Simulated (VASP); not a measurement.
Here is a VASP 6.6.1 calculation.

Contents of INCAR:

```
PREC = Accurate
ENCUT = 500
EDIFF = 1E-6
ISMEAR = -1
SIGMA = 0.05
LREAL = False
LASPH = True
NELM = 120
ALGO = Normal
ISIF = 2
LWAVE = False
LCHARG = False
GGA = PE
NBANDS = 17
GGA_COMPAT = False
```

Contents of KPOINTS:

```
Automatic mesh
0
Gamma
  7 7 7
```

The input POSCAR:

```
Na2S
1.0
    0.0000000000      3.2735000000      3.2735000000
    3.2735000000      0.0000000000      3.2735000000
    3.2735000000      3.2735000000      0.0000000000
S Na
1 2
Direct
    0.0000000000      0.0000000000      0.0000000000
    0.7500000000      0.7500000000      0.7500000000
    0.2500000000      0.2500000000      0.2500000000
```

Potentials or basis: VASP PAW PBE potentials, release 64 (S, Na_pv).

The run is started by

```bash
$ cat potpaw_PBE.64/S/POTCAR potpaw_PBE.64/Na_pv/POTCAR > POTCAR
$ mpirun -np 1 vasp_std > vasp.out
```

Predict the pressure.

0.3 GPa.

Predict the band gap on the k mesh.

2.48 eV.

Expect the measured gap to be larger: semilocal functionals such as PBE lack the derivative discontinuity.
